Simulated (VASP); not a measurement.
# Tl (P6_3/mmc) in VASP: notebook

Tl is run at these levels: PBE; tasks: single point.

Program: VASP 6.6.1. These are calculated values, not measurements. Logs are shortened: lines on timing, memory, paths and dates and some standing lists are left out, and cuts for length are marked.

## (1) The cell of the first run

The structure is hexagonal, space group P6_3/mmc (No. 194). Conventional cell: a = 3.590 Å, b = 3.590 Å, c = 5.642 Å, α = 90.00°, β = 90.00°, γ = 120.00°. Within 4.6 Å of Tl (site symmetry -6m2) lie 12 Tl at 3.50 to 3.59 Å.

## (2) Single point, PBE

INCAR

```
SYSTEM = Tl
PREC = Accurate ; ENCUT = 520
EDIFF = 1E-7 ; ISMEAR = -1
SIGMA = 0.1 ; LREAL = .False.
LASPH = .True. ; NELM = 60
ALGO = Normal ; ISIF = 2
LWAVE = .False. ; LCHARG = .False.
GGA = PE ; NBANDS = 20
```

KPOINTS

```
Automatic mesh
0
Gamma
  4 4 2
  0 0 0
```

POSCAR

```
Tl
1.0
    3.5902820628      0.0000000000      0.0000000000
   -1.7951410314      3.1092754731      0.0000000000
    0.0000000000      0.0000000000      5.6419406004
Tl
2
Direct
    0.3333333333      0.6666666667      0.2500000000
    0.6666666667      0.3333333333      0.7500000000
```

Potentials or basis: VASP PAW PBE potentials, release 64 (Tl_d).

Run with:

```sh
$ cat potpaw_PBE.64/Tl_d/POTCAR > POTCAR
$ mpirun -np 1 vasp_std > vasp.out
```

OUTCAR:

```text
SYSTEM = Tl
   PREC = Accurate
   ENCUT = 520
   EDIFF = 1E-7
   ISMEAR = -1
   LREAL = .False.
   LASPH = .True.
   NELM = 60
   ISIF = 2
   GGA = PE

 ion  position               nearest neighbor table
   1  0.333  0.667  0.250-   2 3.50   2 3.50   2 3.50   2 3.50   2 3.50   2 3.50
   2  0.667  0.333  0.750-   1 3.50   1 3.50   1 3.50   1 3.50   1 3.50   1 3.50

  LATTYP: Found a hexagonal cell.
 ALAT       =     3.5902820628
 C/A-ratio  =     1.5714477308

  Lattice vectors:

 A1 = (   3.5902820628,   0.0000000000,   0.0000000000)
 A2 = (  -1.7951410314,   3.1092754731,   0.0000000000)
 A3 = (   0.0000000000,   0.0000000000,   5.6419406004)

Analysis of symmetry for initial positions (statically):
=====================================================================
 Subroutine PRICEL returns:
 Original cell was already a primitive cell.

 Routine SETGRP: Setting up the symmetry group for a
 hexagonal supercell.

 Subroutine GETGRP returns: Found 24 space group operations
 (whereof 12 operations were pure point group operations)
 out of a pool of 24 trial point group operations.

The static configuration has the point symmetry D_3d.
 The point group associated with its full space group is D_6h.

Analysis of symmetry for dynamics (positions and initial velocities):
=====================================================================
 Subroutine PRICEL returns:
 Original cell was already a primitive cell.

 Routine SETGRP: Setting up the symmetry group for a
 hexagonal supercell.

 Subroutine GETGRP returns: Found 24 space group operations
 (whereof 12 operations were pure point group operations)
 out of a pool of 24 trial point group operations.

The dynamic configuration has the point symmetry D_3d.
 The point group associated with its full space group is D_6h.

 Subroutine INISYM returns: Found 24 space group operations
 (whereof 12 operations are pure point group operations),
 and found     1 'primitive' translations

----------------------------------------------------------------------------------------

                                     Primitive cell

  volume of cell :      62.9820

  direct lattice vectors                    reciprocal lattice vectors
     3.590282063  0.000000000  0.000000000     0.278529648  0.160809167  0.000000000
    -1.795141031  3.109275473  0.000000000     0.000000000  0.321618335  0.000000000
     0.000000000  0.000000000  5.641940600     0.000000000  0.000000000  0.177243979

  length of vectors
     3.590282063  3.590282063  5.641940600     0.321618335  0.321618335  0.177243979

  position of ions in fractional coordinates (direct lattice)
     0.333333333  0.666666667  0.250000000
     0.666666667  0.333333333  0.750000000

  ion indices of the primitive-cell ions
   primitive index   ion index
                 1           1
                 2           2

----------------------------------------------------------------------------------------

 KPOINTS: Automatic mesh

Automatic generation of k-mesh.
 Grid dimensions read from file:
 generate k-points for:    4    4    2

 Generating k-lattice:

  Cartesian coordinates                     Fractional coordinates (reciprocal lattice)
     0.069632412  0.040202292  0.000000000     0.250000000  0.000000000  0.000000000
     0.000000000  0.080404584  0.000000000     0.000000000  0.250000000  0.000000000
     0.000000000  0.000000000  0.088621989     0.000000000  0.000000000  0.500000000

  Length of vectors
     0.080404584  0.080404584  0.088621989

  Shift w.r.t. Gamma in fractional coordinates (k-lattice)
     0.000000000  0.000000000  0.000000000

 Subroutine IBZKPT returns following result:
 ===========================================

 Found      8 irreducible k-points:

 Following reciprocal coordinates:
            Coordinates               Weight
  0.000000  0.000000  0.000000      1.000000
  0.250000  0.000000  0.000000      6.000000
  0.500000  0.000000  0.000000      3.000000
  0.250000  0.250000  0.000000      6.000000
  0.000000  0.000000  0.500000      1.000000
  0.250000  0.000000  0.500000      6.000000
  0.500000  0.000000  0.500000      3.000000
  0.250000  0.250000  0.500000      6.000000
   k-points           NKPTS =      8   k-points in BZ     NKDIM =      8   number of bands    NBANDS=     20
   number of dos      NEDOS =    301   number of ions     NIONS =      2
   total plane-waves  NPLWV =  32928
   dimension x,y,z NGX =    28 NGY =   28 NGZ =   42
   dimension x,y,z NGXF=    56 NGYF=   56 NGZF=   84
   ions per type =               2
   NGX,Y,Z   is equivalent  to a cutoff of  12.97, 12.97, 12.38 a.u.
   NGXF,Y,Z  is equivalent  to a cutoff of  25.93, 25.93, 24.75 a.u.
 SYSTEM =  Tl
   PREC   = accura    normal or accurate (medium, high low for compatibility)
   ISTART =      0    job   : 0-new  1-cont  2-samecut
   ICHARG =      2    charge: 1-file 2-atom 10-const
   ISPIN  =      1    spin polarized calculation?
   LNONCOLLINEAR =      F non collinear calculations
   LSORBIT =      F    spin-orbit coupling
   LASPH  =      T    aspherical Exc in radial PAW
   ENCUT  =  520.0 eV  38.22 Ry    6.18 a.u.   6.68  6.68 10.49*2*pi/ulx,y,z
   NELM   =     60;   NELMIN=  2; NELMDL= -5     # of ELM steps
   EDIFF  = 0.1E-06   stopping-criterion for ELM
   LREAL  =      F    real-space projection
   EDIFFG = 0.1E-05   stopping-criterion for IOM
   NSW    =      0    number of steps for IOM
   IBRION =     -1    ionic relax: 0-MD 1-quasi-New 2-CG
   NFREE  =      0    steps in history (QN), initial steepest desc. (CG)
   ISIF   =      2    stress and relaxation
   ISYM   =      2    0-nonsym 1-usesym 2-fastsym
   POTIM  = 0.5000    time-step for ionic-motion
   TEBEG  =    0.0;   TEEND  =   0.0 temperature during run
   PSTRESS=    0.0 pullay stress
   NELECT =      26.0000    total number of electrons
   NUPDOWN=      -1.0000    fix difference up-down
   EMIN   =  10.00;   EMAX   =-10.00  energy-range for DOS
   EFERMI =   0.00;   METHOD = LEGACY
   ISMEAR =    -1;   SIGMA  =   0.10  broadening in eV -4-tet -1-fermi 0-gaus
   EFERMI_NEDOS =   21; number of points for ismear=-14 and -15
   IALGO  =     38    algorithm
   IMIX   =      4    mixing-type and parameters
     AMIX     =   0.40;   BMIX     =  1.00
     AMIX_MAG =   1.60;   BMIX_MAG =  1.00
  volume/ion in A,a.u.               =      31.49       212.51
  Fermi-wavevector in a.u.,A,eV,Ry     =   1.218972  2.303524 20.216810  1.485894
  Thomas-Fermi vector in A             =   2.354240
   LORBIT       =      0    0 simple, 1 ext, 2 COOP (PROOUT), +10 PAW based schemes
   GGA     = PE    functional components
   LHFCALC =     F    Hartree Fock is set to
   AEXX    =    0.0000 exact exchange contribution
   IVDW    =     0    specifies the selected vdW correction
   LEPSILON=     F    determine dielectric tensor
   LRPA    =     F    only Hartree local field effects (RPA)
 non-spin polarized calculation
  energy-cutoff  :      520.00
  volume of cell :       62.98
 maximum number of plane-waves:      1713
 NGX is ok and might be reduce to    28
   NGX = 13   NGY = 13   NGZ = 21

 number of electron      26.0000008 magnetization

 Free energy of the ion-electron system (eV)
  ---------------------------------------------------
  ext. energy  EPLUGINS =         0.00000000
  ---------------------------------------------------
  free energy    TOTEN  =        -4.43644470 eV

  energy without entropy =       -4.39936425  energy(sigma->0) =       -4.41790448

 E-fermi :   5.6077     XC(G=0):  -9.7062

 val. band max:        5.5240357404   @ k =   0.2500   0.2500   0.0000
 cond. band min:       5.9780982974   @ k =   0.2500   0.2500   0.0000
 fundamental gap:      0.4540625570
 Fermi energy:         5.6076799313

 k-point     1 :       0.0000    0.0000    0.0000
  band No.  band energies     occupation
      1      -5.9856      2.00000
      2      -5.8213      2.00000
      3      -5.8213      2.00000
      4      -5.8168      2.00000
      5      -5.7787      2.00000
      6      -5.7787      2.00000
      7      -5.7426      2.00000
      8      -5.7426      2.00000
      9      -5.4577      2.00000
     10      -5.4577      2.00000
     11      -3.8018      2.00000
     12       0.6215      2.00000
     13       3.2129      2.00000
     14      12.7800      0.00000
     15      12.7800      0.00000
     16      14.7045      0.00000
     17      14.7045      0.00000
     18      15.5466      0.00000
     19      15.6776      0.00000
     20      16.0005      0.00000

 k-point     2 :       0.2500    0.0000    0.0000
  band No.  band energies     occupation
      1      -6.0036      2.00000
      2      -5.8516      2.00000
      3      -5.8470      2.00000
      4      -5.8138      2.00000
      5      -5.7597      2.00000
      6      -5.6526      2.00000
      7      -5.6483      2.00000
      8      -5.6172      2.00000
      9      -5.5847      2.00000
     10      -5.4301      2.00000
     11      -2.7222      2.00000
     12       1.2835      2.00000
     13       4.4882      1.99997
     14       7.2245      0.00000
     15      10.4595      0.00000
     16      10.4871      0.00000
     17      13.0738      0.00000
     18      14.1037      0.00000
     19      14.4146      0.00000
     20      16.1705      0.00000

 k-point     3 :       0.5000    0.0000    0.0000
  band No.  band energies     occupation
      1      -6.0998      2.00000
      2      -5.9771      2.00000
      3      -5.9033      2.00000
      4      -5.8743      2.00000
      5      -5.6666      2.00000
      6      -5.6648      2.00000
      7      -5.4873      2.00000
      8      -5.4820      2.00000
      9      -5.4410      2.00000
     10      -5.4129      2.00000
     11      -0.1428      2.00000
     12       0.9880      2.00000
     13       4.9095      1.99815
     14       6.2612      0.00290
     15       6.9697      0.00000
     16       9.1825      0.00000
     17       9.2402      0.00000
     18      13.2170      0.00000
     19      13.2206      0.00000
     20      15.0629      0.00000

 k-point     4 :       0.2500    0.2500    0.0000
  band No.  band energies     occupation
      1      -5.9958      2.00000
      2      -5.8953      2.00000
      3      -5.8938      2.00000
      4      -5.8204      2.00000
      5      -5.6835      2.00000
      6      -5.6575      2.00000
      7      -5.6259      2.00000
      8      -5.5716      2.00000
      9      -5.4461      2.00000
     10      -5.4329      2.00000
     11      -0.6783      2.00000
     12       1.7789      2.00000
     13       5.5240      1.39543
     14       5.9781      0.04806
     15       6.6883      0.00004
     16       8.8509      0.00000
     17       9.9341      0.00000
     18      10.4163      0.00000
     19      12.8320      0.00000
     20      18.0872      0.00000

 k-point     5 :       0.0000    0.0000    0.5000
  band No.  band energies     occupation
      1      -5.8810      2.00000
      2      -5.8810      2.00000
      3      -5.8525      2.00000
      4      -5.8525      2.00000
      5      -5.8525      2.00000
      6      -5.8525      2.00000
      7      -5.5473      2.00000
      8      -5.5473      2.00000
      9      -5.5473      2.00000
     10      -5.5473      2.00000
     11      -2.4753      2.00000
     12      -2.4753      2.00000
     13       8.8781      0.00000
     14       8.8781      0.00000
     15      13.7038      0.00000
     16      13.7038      0.00000
     17      13.7038      0.00000
     18      13.7038      0.00000
     19      15.7975      0.00000
     20      15.7975      0.00000

 k-point     6 :       0.2500    0.0000    0.5000
  band No.  band energies     occupation
      1      -5.9443      2.00000
      2      -5.9443      2.00000
      3      -5.8327      2.00000
      4      -5.8327      2.00000
      5      -5.7209      2.00000
      6      -5.7209      2.00000
      7      -5.5639      2.00000
      8      -5.5639      2.00000
      9      -5.5396      2.00000
     10      -5.5396      2.00000
     11      -1.4130      2.00000
     12      -1.4130      2.00000
     13       7.7003      0.00000
     14       7.7003      0.00000
     15      10.3555      0.00000
     16      10.3555      0.00000
     17      11.9130      0.00000
     18      11.9130      0.00000
     19      14.3560      0.00000
     20      14.3560      0.00000

 k-point     7 :       0.5000    0.0000    0.5000
  band No.  band energies     occupation
      1      -5.9847      2.00000
      2      -5.9847      2.00000
      3      -5.9665      2.00000
      4      -5.9665      2.00000
      5      -5.6610      2.00000
      6      -5.6610      2.00000
      7      -5.4524      2.00000
      8      -5.4524      2.00000
      9      -5.4468      2.00000
     10      -5.4468      2.00000
     11       0.8010      2.00000
     12       0.8010      2.00000
     13       3.6537      2.00000
     14       3.6537      2.00000
     15      10.7326      0.00000
     16      10.7326      0.00000
     17      11.3839      0.00000
     18      11.3839      0.00000
     19      13.9489      0.00000
     20      13.9489      0.00000

 k-point     8 :       0.2500    0.2500    0.5000
  band No.  band energies     occupation
      1      -5.9567      2.00000
      2      -5.9567      2.00000
      3      -5.7994      2.00000
      4      -5.7994      2.00000
      5      -5.7014      2.00000
      6      -5.7014      2.00000
      7      -5.6329      2.00000
      8      -5.6329      2.00000
      9      -5.4316      2.00000
     10      -5.4316      2.00000
     11       0.4655      2.00000
     12       0.4655      2.00000
     13       5.2518      1.94465
     14       5.2518      1.94465
     15       7.3762      0.00000
     16       7.3762      0.00000
     17      12.0790      0.00000
     18      12.0790      0.00000
     19      16.7884      0.00000
     20      16.7884      0.00000

------------------------ aborting loop because EDIFF is reached ----------------------------------------

  FORCE on cell =-STRESS in cart. coord.  units (eV):
  Direction    XX          YY          ZZ          XY          YZ          ZX
  --------------------------------------------------------------------------------------
  -------------------------------------------------------------------------------------
  Total        0.6512829      0.6512829     -0.0306290     -0.0000000      0.0000000      0.0000000
  in kB       16.5677677     16.5677677     -0.7791602     -0.0000000      0.0000000      0.0000000
  external PRESSURE =      10.7854584 kB  Pullay stress =       0.0000000 kB

 VOLUME and BASIS-vectors are now :
 -----------------------------------------------------------------------------
  energy-cutoff  :      520.00
  volume of cell :       62.98
      direct lattice vectors                 reciprocal lattice vectors
     3.590282063  0.000000000  0.000000000     0.278529648  0.160809167  0.000000000
    -1.795141031  3.109275473  0.000000000     0.000000000  0.321618335  0.000000000
     0.000000000  0.000000000  5.641940600     0.000000000  0.000000000  0.177243979

 POSITION                                       TOTAL-FORCE (eV/Angst)
 -----------------------------------------------------------------------------------
     -0.00000      2.07285      1.41049         0.000000      0.000000      0.000000
      1.79514      1.03643      4.23146        -0.000000     -0.000000      0.000000
 -----------------------------------------------------------------------------------
    total drift:                               -0.000000      0.000000      0.000000

  FREE ENERGIE OF THE ION-ELECTRON SYSTEM (eV)
  ---------------------------------------------------
  free  energy   TOTEN  =        -4.4364446979 eV

  energy  without entropy=       -4.3993642549  energy(sigma->0) =       -4.41790448
```

It took 19 s on 1 thread of Intel Xeon 8259CL, shared host; peak memory 0.17 GiB.

What came out:

- Free energy: -4.4364 eV
- Pressure: 1.1 GPa
- Band gap on the k mesh: zero (bands 13 and 14 overlap by 5.22 eV)

Stress tensor (GPa, compression positive):
```
 1.66  0.00  0.00
 0.00  1.66  0.00
 0.00  0.00 -0.08
```

Caveat: the k points lie up to 0.56 Å⁻¹ apart, too coarse for converged energies and pressures of a metal; spin-orbit coupling is left out, which moves the levels of the heavy elements.

## (3) Single point, PBE

INCAR

```
PREC = Accurate
ENCUT = 520
EDIFF = 1E-6
ISMEAR = -1
SIGMA = 0.1
LREAL = F
LASPH = T
NELM = 60
ALGO = Normal
ISIF = 2
LWAVE = F
LCHARG = F
GGA = PE
NBANDS = 20
```

KPOINTS

```
Automatic mesh
0
Gamma
  5 5 3
```

POSCAR is that of step 2.

Potentials or basis: VASP PAW PBE potentials, release 64 (Tl_d).

Run with:

```sh
$ cat potpaw_PBE.64/Tl_d/POTCAR > POTCAR
$ mpirun -np 1 vasp_std > vasp.out
```

Run time: 23 s. Hardware: 1 thread of Intel Xeon 8259CL, shared host; peak memory 0.17 GiB.

Results (log left out):

```yaml
Free_energy: -4.4506 eV
Pressure: 0.0 GPa
Band_gap_on_the_k_mesh: zero (bands 13 and 14 overlap by 1.77 eV)
```

Stress tensor (GPa, compression positive):
```
-0.28  0.00  0.00
 0.00 -0.28  0.00
 0.00  0.00  0.60
```

Levels at points of the mesh, in eV from the Fermi level:
| k point | band 11 | band 12 | band 13 | band 14 | band 15 | band 16 |
| --- | --- | --- | --- | --- | --- | --- |
| (0.00, 0.00, 0.00) | -9.55 | -5.13 | -2.54 | 7.03 | 7.03 | 8.96 |

Caveat: the k points lie up to 0.40 Å⁻¹ apart, too coarse for converged energies and pressures of a metal; spin-orbit coupling is left out, which moves the levels of the heavy elements.

## (4) Single point, PBE

INCAR

```
PREC = Accurate ; ENCUT = 520
EDIFF = 1E-7 ; ISMEAR = -1
SIGMA = 0.1 ; LREAL = False
LASPH = True ; NELM = 80
ALGO = Normal ; ISIF = 2
LWAVE = False ; LCHARG = True
GGA = PE ; LELF = True
LVHAR = True ; NBANDS = 20
```

KPOINTS

```
Automatic mesh
0
Gamma
  6 6 4
```

POSCAR is that of step 3.

Run with:

```sh
$ cat potpaw_PBE.64/Tl_d/POTCAR > POTCAR
$ mpirun -np 1 vasp_std > vasp.out
```

It took 39 s on 1 thread of Intel Xeon 8259CL, shared host; peak memory 0.18 GiB.

The run converged. Its results:

```yaml
Free_energy: -4.4341 eV
Pressure: -0.1 GPa
Band_gap_on_the_k_mesh: zero (bands 13 and 14 overlap by 5.22 eV)
```

Stress tensor (GPa, compression positive):
```
-0.59  0.00  0.00
 0.00 -0.59  0.00
 0.00  0.00  0.80
```

Levels at points of the mesh, in eV from the Fermi level:
```tsv
k point	band 11	band 12	band 13	band 14	band 15	band 16
(0.00, 0.00, 0.00)	-9.52	-5.10	-2.51	7.06	7.06	8.99
(0.50, 0.00, 0.00)	-5.86	-4.73	-0.81	0.54	1.25	3.47
(0.00, 0.00, 0.50)	-8.20	-8.20	3.16	3.16	7.99	7.99
(0.50, 0.00, 0.50)	-4.92	-4.92	-2.06	-2.06	5.02	5.02
```

Caveat: spin-orbit coupling is left out, which moves the levels of the heavy elements.

## (5) Single point, PBE

INCAR

```
PREC = Accurate
ENCUT = 520
EDIFF = 1E-7
ISMEAR = -1
SIGMA = 0.1
LREAL = F
LASPH = T
NELM = 100
ALGO = Normal
ISIF = 2
LWAVE = F
LCHARG = T
GGA = PE
LELF = T
LVHAR = T
NBANDS = 20
```

KPOINTS

```
regular mesh
0
Gamma
  8 8 5
```

POSCAR is that of step 4.

Run with:

```sh
$ cat potpaw_PBE.64/Tl_d/POTCAR > POTCAR
$ mpirun -np 1 vasp_std > vasp.out
```

It took 51 s on 1 thread of Intel Xeon 8259CL, shared host; peak memory 0.19 GiB.

Results (log left out):

* Free energy: -4.4435 eV
* Pressure: 0.1 GPa
* Band gap on the k mesh: zero (bands 13 and 14 overlap by 3.42 eV)

Stress tensor (GPa, compression positive):
```
-0.30  0.00  0.00
 0.00 -0.30  0.00
 0.00  0.00  0.95
```

Levels at points of the mesh, in eV from the Fermi level:
```csv
k point,band 9,band 10,band 11,band 12,band 13,band 14,band 15,band 16,band 17,band 18
"(0.00, 0.00, 0.00)",-11.12,-11.12,-9.45,-5.03,-2.43,7.14,7.14,9.06,9.06,9.90
"(0.50, 0.00, 0.00)",-11.11,-11.07,-5.79,-4.66,-0.74,0.61,1.33,3.54,3.60,7.57
```

Caveat: spin-orbit coupling is left out, which moves the levels of the heavy elements.

## (6) Summary

```tsv
k mesh	gap on the mesh (eV)	pressure (GPa)
4 × 4 × 2	none	1.1
5 × 5 × 3	none	0.0
6 × 6 × 4	none	-0.1
8 × 8 × 5	none	0.1
```

Alike in all rows: task single point; level PBE; potentials or basis VASP PAW PBE potentials, release 64 (Tl_d); no spin polarisation; cell as given; cutoff (eV) 520; smearing fermi-dirac 0.1 eV.

Caveats: some runs use coarse meshes; spin-orbit coupling is left out, which moves the levels of the heavy elements.

Absolute energies hang on the potentials; compare differences alone.
